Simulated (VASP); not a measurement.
# Ti4Ga (I-43m) in VASP: a series of runs

Ti4Ga is run at these levels: PBE; tasks: single point, relaxation of cell and atoms.

Everything below comes from runs of VASP 6.6.1. Logs are shortened: lines on timing, memory, paths and dates and some standing lists are left out, and cuts for length are marked.

### Step 1. The cell of the first run

The structure is cubic, space group I-43m (No. 217). The conventional cell has a = 5.584 Å, b = 5.584 Å, c = 5.584 Å, α = 90.00°, β = 90.00°, γ = 90.00°. Within 2.8 Å of Ti (site symmetry 3m) lie 2 Ga at 2.12 to 2.71 Å. Within 2.8 Å of Ga (site symmetry -43m) lie 8 Ti at 2.12 to 2.71 Å.

### Step 2. Single point, PBE

Input file INCAR:

```
SYSTEM = Ti4Ga
PREC = Accurate
ENCUT = 520
EDIFF = 1E-6
ISMEAR = 0
SIGMA = 0.1
LREAL = .False.
LASPH = .True.
NELM = 60
ALGO = Normal
ISIF = 2
LWAVE = .False.
LCHARG = .False.
GGA = PE
NBANDS = 38
```

Input file KPOINTS:

```
Automatic mesh
0
Gamma
  4 4 4
  0 0 0
```

Input file POSCAR:

```
Ti4Ga
1.0
   -2.7918116500      2.7918116500      2.7918116500
    2.7918116500     -2.7918116500      2.7918116500
    2.7918116500      2.7918116500     -2.7918116500
Ti Ga
4 1
Direct
    0.4389706400      0.4389706400      0.4389706400
    0.0000000000      0.0000000000      0.5610293600
    0.0000000000      0.5610293600      0.0000000000
    0.5610293600      0.0000000000      0.0000000000
    0.0000000000      0.0000000000      0.0000000000
```

Potentials or basis: VASP PAW PBE potentials, release 64 (Ti_sv, Ga_d).

Launch:

```bash
cat potpaw_PBE.64/Ti_sv/POTCAR potpaw_PBE.64/Ga_d/POTCAR > POTCAR
mpirun -np 1 vasp_std > vasp.out
```

OUTCAR:

```text
SYSTEM = Ti4Ga
   PREC = Accurate
   ENCUT = 520
   EDIFF = 1E-6
   ISMEAR = 0
   LREAL = .False.
   LASPH = .True.
   NELM = 60
   ISIF = 2
   GGA = PE

 ion  position               nearest neighbor table
   1  0.439  0.439  0.439-   5 2.12   5 2.71   3 2.83   4 2.83   2 2.83   3 2.83   4 2.83   2 2.83

   2  0.000  0.000  0.561-   5 2.12   5 2.71   1 2.83   4 2.83   3 2.83   4 2.83   3 2.83   1 2.83

   3  0.000  0.561  0.000-   5 2.12   5 2.71   1 2.83   4 2.83   2 2.83   4 2.83   2 2.83   1 2.83

   4  0.561  0.000  0.000-   5 2.12   5 2.71   1 2.83   3 2.83   1 2.83   2 2.83   3 2.83   2 2.83

   5  0.000  0.000  0.000-   1 2.12   2 2.12   3 2.12   4 2.12   3 2.71   2 2.71   4 2.71   1 2.71

  LATTYP: Found a body centered cubic cell.
 ALAT       =     5.5836233000

  Lattice vectors:

 A1 = (  -2.7918116500,   2.7918116500,   2.7918116500)
 A2 = (   2.7918116500,  -2.7918116500,   2.7918116500)
 A3 = (   2.7918116500,   2.7918116500,  -2.7918116500)

Analysis of symmetry for initial positions (statically):
=====================================================================
 Subroutine PRICEL returns:
 Original cell was already a primitive cell.

 Routine SETGRP: Setting up the symmetry group for a
 body centered cubic supercell.

 Subroutine GETGRP returns: Found 24 space group operations
 (whereof 24 operations were pure point group operations)
 out of a pool of 48 trial point group operations.

The static configuration has the point symmetry T_d .

Analysis of symmetry for dynamics (positions and initial velocities):
=====================================================================
 Subroutine PRICEL returns:
 Original cell was already a primitive cell.

 Routine SETGRP: Setting up the symmetry group for a
 body centered cubic supercell.

 Subroutine GETGRP returns: Found 24 space group operations
 (whereof 24 operations were pure point group operations)
 out of a pool of 48 trial point group operations.

The dynamic configuration has the point symmetry T_d .

 Subroutine INISYM returns: Found 24 space group operations
 (whereof 24 operations are pure point group operations),
 and found     1 'primitive' translations

----------------------------------------------------------------------------------------

[... 79 lines left out ...]
   ENCUT  =  520.0 eV  38.22 Ry    6.18 a.u.   8.99  8.99  8.99*2*pi/ulx,y,z
   NELM   =     60;   NELMIN=  2; NELMDL= -5     # of ELM steps
   EDIFF  = 0.1E-05   stopping-criterion for ELM
   LREAL  =      F    real-space projection
   EDIFFG = 0.1E-04   stopping-criterion for IOM
   NSW    =      0    number of steps for IOM
   IBRION =     -1    ionic relax: 0-MD 1-quasi-New 2-CG
   NFREE  =      0    steps in history (QN), initial steepest desc. (CG)
   ISIF   =      2    stress and relaxation
   ISYM   =      2    0-nonsym 1-usesym 2-fastsym
   POTIM  = 0.5000    time-step for ionic-motion
   TEBEG  =    0.0;   TEEND  =   0.0 temperature during run
   PSTRESS=    0.0 pullay stress
   NELECT =      61.0000    total number of electrons
   NUPDOWN=      -1.0000    fix difference up-down
   EMIN   =  10.00;   EMAX   =-10.00  energy-range for DOS
   EFERMI =   0.00;   METHOD = LEGACY
   ISMEAR =     0;   SIGMA  =   0.10  broadening in eV -4-tet -1-fermi 0-gaus
   EFERMI_NEDOS =   21; number of points for ismear=-14 and -15
   IALGO  =     38    algorithm
   IMIX   =      4    mixing-type and parameters
     AMIX     =   0.40;   BMIX     =  1.00
     AMIX_MAG =   1.60;   BMIX_MAG =  1.00
  volume/ion in A,a.u.               =      17.41       117.47
  Fermi-wavevector in a.u.,A,eV,Ry     =   1.454159  2.747963 28.770599  2.114579
  Thomas-Fermi vector in A             =   2.571342
   LORBIT       =      0    0 simple, 1 ext, 2 COOP (PROOUT), +10 PAW based schemes
   GGA     = PE    functional components
   LHFCALC =     F    Hartree Fock is set to
   AEXX    =    0.0000 exact exchange contribution
   IVDW    =     0    specifies the selected vdW correction
   LEPSILON=     F    determine dielectric tensor
   LRPA    =     F    only Hartree local field effects (RPA)
 non-spin polarized calculation
 Gauss-broadening in eV      SIGMA  =   0.10
  energy-cutoff  :      520.00
  volume of cell :       87.04
 maximum number of plane-waves:      2382
   NGX = 17   NGY = 17   NGZ = 17

 number of electron      60.9999985 magnetization

 Free energy of the ion-electron system (eV)
  ---------------------------------------------------
  ext. energy  EPLUGINS =         0.00000000
  ---------------------------------------------------
  free energy    TOTEN  =       -27.97952320 eV

  energy without entropy =      -27.94908792  energy(sigma->0) =      -27.96430556

 E-fermi :   7.6444     XC(G=0): -11.2757

 val. band max:        7.5870970931   @ k =   0.5000   0.0000   0.0000
 cond. band min:       7.7366395312   @ k =   0.2500   0.2500   0.0000
 fundamental gap:      0.1495424381
 Fermi energy:         7.6443540219

 k-point     1 :       0.0000    0.0000    0.0000
  band No.  band energies     occupation
      1     -49.0773      2.00000
      2     -48.9580      2.00000
      3     -48.9580      2.00000
      4     -48.9580      2.00000
      5     -25.6304      2.00000
      6     -25.6304      2.00000
[... 317 lines left out ...]
     37       9.0739      0.00000
     38       9.5876      0.00000

------------------------ aborting loop because EDIFF is reached ----------------------------------------

  FORCE on cell =-STRESS in cart. coord.  units (eV):
  Direction    XX          YY          ZZ          XY          YZ          ZX
  --------------------------------------------------------------------------------------
  -------------------------------------------------------------------------------------
  Total       13.6226030     13.6226030     13.6226030      0.0000000      0.0000000      0.0000000
  in kB      250.7565838    250.7565838    250.7565838      0.0000000      0.0000000      0.0000000
  external PRESSURE =     250.7565838 kB  Pullay stress =       0.0000000 kB

 VOLUME and BASIS-vectors are now :
 -----------------------------------------------------------------------------
  energy-cutoff  :      520.00
  volume of cell :       87.04
      direct lattice vectors                 reciprocal lattice vectors
    -2.791811650  2.791811650  2.791811650     0.000000000  0.179095176  0.179095176
     2.791811650 -2.791811650  2.791811650     0.179095176  0.000000000  0.179095176
     2.791811650  2.791811650 -2.791811650     0.179095176  0.179095176  0.000000000

 POSITION                                       TOTAL-FORCE (eV/Angst)
 -----------------------------------------------------------------------------------
      1.22552      1.22552      1.22552         3.149921      3.149921      3.149921
      1.56629      1.56629     -1.56629        -3.149921     -3.149921      3.149921
      1.56629     -1.56629      1.56629        -3.149921      3.149921     -3.149921
     -1.56629      1.56629      1.56629         3.149921     -3.149921     -3.149921
      0.00000      0.00000      0.00000         0.000000      0.000000      0.000000
 -----------------------------------------------------------------------------------
    total drift:                                0.000014      0.000014      0.000022

  FREE ENERGIE OF THE ION-ELECTRON SYSTEM (eV)
  ---------------------------------------------------
  free  energy   TOTEN  =       -27.9795231995 eV

  energy  without entropy=      -27.9490879187  energy(sigma->0) =      -27.96430556
```

OSZICAR:

```text
N       E                     dE             d eps       ncg     rms          rms(c)
DAV:   1     0.742719266038E+03    0.74272E+03   -0.31287E+04   672   0.232E+03
DAV:   2     0.772769372710E+02   -0.66544E+03   -0.65421E+03   608   0.617E+02
DAV:   3    -0.174824435842E+02   -0.94759E+02   -0.92412E+02   834   0.195E+02
DAV:   4    -0.315525253865E+02   -0.14070E+02   -0.13725E+02   992   0.624E+01
DAV:   5    -0.325111089143E+02   -0.95858E+00   -0.93928E+00   882   0.148E+01    0.192E+01
DAV:   6    -0.278408010272E+02    0.46703E+01   -0.23062E+01   842   0.373E+01    0.484E+00
DAV:   7    -0.279226280164E+02   -0.81827E-01   -0.21416E+00   888   0.895E+00    0.327E+00
DAV:   8    -0.279746314906E+02   -0.52003E-01   -0.36423E-01   868   0.556E+00    0.890E-01
DAV:   9    -0.279787195414E+02   -0.40881E-02   -0.11117E-01   940   0.289E+00    0.482E-01
DAV:  10    -0.279794187696E+02   -0.69923E-03   -0.16454E-02   936   0.991E-01    0.132E-01
DAV:  11    -0.279795605318E+02   -0.14176E-03   -0.11213E-03   968   0.219E-01    0.357E-02
DAV:  12    -0.279795252616E+02    0.35270E-04   -0.64558E-05   858   0.742E-02    0.167E-02
DAV:  13    -0.279795225428E+02    0.27188E-05   -0.14423E-05   786   0.282E-02    0.362E-03
DAV:  14    -0.279795231995E+02   -0.65665E-06   -0.18136E-06   562   0.118E-02
   1 F= -.27979523E+02 E0= -.27964306E+02  d E =-.304353E-01
```

Wall time 28 s (1 thread of Intel Xeon Platinum 8488C (Sapphire Rapids), shared host); peak memory 0.2 GiB.

Results:

| Item | Value |
| --- | --- |
| Free energy | -27.9795 eV |
| Pressure | 25.1 GPa |
| Largest force | 5.456 eV/Å |

Forces in eV/Å, atoms in the order of the input:
```
Ti   3.150  3.150  3.150
Ti  -3.150 -3.150  3.150
Ti  -3.150  3.150 -3.150
Ti   3.150 -3.150 -3.150
Ga   0.000  0.000  0.000
```

Levels at points of the mesh, in eV from the Fermi level:
```
           k point  band 27  band 28  band 29  band 30  band 31  band 32  band 33  band 34
(0.00, 0.00, 0.00)    -1.05    -1.05    -0.75    -0.75     1.02     1.02     1.02     1.60
(0.50, 0.00, 0.00)    -1.61    -0.57    -0.37    -0.07    -0.06     0.25     0.41     0.89
(0.50, 0.50, 0.50)    -0.90    -0.90    -0.56    -0.56    -0.26    -0.26    -0.26     1.04
```

Caveat: the k points lie up to 0.40 Å⁻¹ apart; forces of over 1 eV/Å act on the atoms, so gaps and moduli don't describe the material at rest.

### Step 3. Relaxation of cell and atoms, PBE

Input file INCAR:

```
PREC     = Accurate       # precision mode
ENCUT    = 600            # plane-wave cutoff, eV
EDIFF    = 1E-6           # SCF threshold, eV
ISMEAR   = 0              # smearing method
SIGMA    = 0.1            # smearing width, eV
LREAL    = False          # projectors in reciprocal space
LASPH    = True           # aspherical terms in the spheres
NELM     = 60             # most SCF steps
ALGO     = Normal         # electronic algorithm
ISIF     = 3              # what is computed and relaxed
LWAVE    = False          # write WAVECAR
LCHARG   = False          # write CHGCAR
GGA      = PE             # functional
IBRION   = 2              # ionic algorithm
NSW      = 90             # ionic steps
EDIFFG   = -0.04          # ionic threshold
```

Input file KPOINTS:

```
Automatic mesh
0
Gamma
  4 4 4
```

POSCAR is that of step 2.

Potentials or basis: VASP PAW PBE potentials, release 64 (Ti_sv, Ga_d).

Launch:

```bash
cat potpaw_PBE.64/Ti_sv/POTCAR potpaw_PBE.64/Ga_d/POTCAR > POTCAR
mpirun -np 1 vasp_std > vasp.out
```

It took 5.5 min on 1 thread of Intel Xeon Platinum 8488C (Sapphire Rapids), shared host; peak memory 0.25 GiB.

Results (log left out):

```
Free energy                            : -31.2196 eV
Relaxed volume                         : 20.01 Å³/atom
Relaxed cell                           : a = 5.065 Å, b = 5.065 Å, c = 5.065 Å, α = 109.47°, β = 109.47°, γ = 109.47°
Space group after relaxing (to 0.05 Å) : Im-3m (No. 229)
Energy gained by relaxing              : 648.2 meV/atom
Ionic steps                            : 9
Pressure after relaxing                : 0.2 GPa
Largest force after relaxing           : 0.009 eV/Å
```

Forces in eV/Å, atoms in the order of the input:
```
Ti  -0.005 -0.005 -0.005
Ti   0.005  0.005 -0.005
Ti   0.005 -0.005  0.005
Ti  -0.005  0.005  0.005
Ga   0.000  0.000  0.000
```

Step by step:
```
step  energy change (eV)  largest force (eV/Å)  pressure (GPa)  volume (Å³)
   1              0.0000                5.4558           25.07        87.04
   2             -2.0511                0.1367          -12.18       126.06
   3             -2.8337                0.9828           -4.99       108.78
   4             -2.8356                1.0363           -4.58       108.16
   5             -2.8354                1.0772           -4.26       107.71
   6             -3.1321                0.6618           -0.46       101.28
   7             -3.1805                0.3913            2.82        97.30
   8             -3.2403                0.0299            0.38        99.75
   9             -3.2411                0.0086            0.18       100.05
```

Final structure:
```yaml
crystal:
  lattice:
    - [-2.92454, 2.92454, 2.92454]
    - [2.92454, -2.92454, 2.92454]
    - [2.92454, 2.92454, -2.92454]
  atoms:
    - { symbol: Ti, position: [0.50023, 0.50023, 0.50023] }
    - { symbol: Ti, position: [0.00000, 0.00000, 0.49977] }
    - { symbol: Ti, position: [0.00000, 0.49977, 0.00000] }
    - { symbol: Ti, position: [0.49977, 0.00000, 0.00000] }
    - { symbol: Ga, position: [0.00000, 0.00000, 0.00000] }
```

Levels at points of the mesh, in eV from the Fermi level:
```csv
k point,band 27,band 28,band 29,band 30,band 31,band 32,band 33,band 34
"(0.00, 0.00, 0.00)",-0.86,-0.33,-0.33,-0.33,0.21,0.21,0.21,1.64
"(0.50, 0.00, 0.00)",-0.91,-0.54,-0.16,-0.06,0.18,0.26,0.48,0.97
"(0.50, 0.50, 0.50)",-0.89,-0.89,-0.47,-0.47,-0.40,-0.40,-0.40,1.20
```

Caveat: the k points lie up to 0.38 Å⁻¹ apart in the final cell.
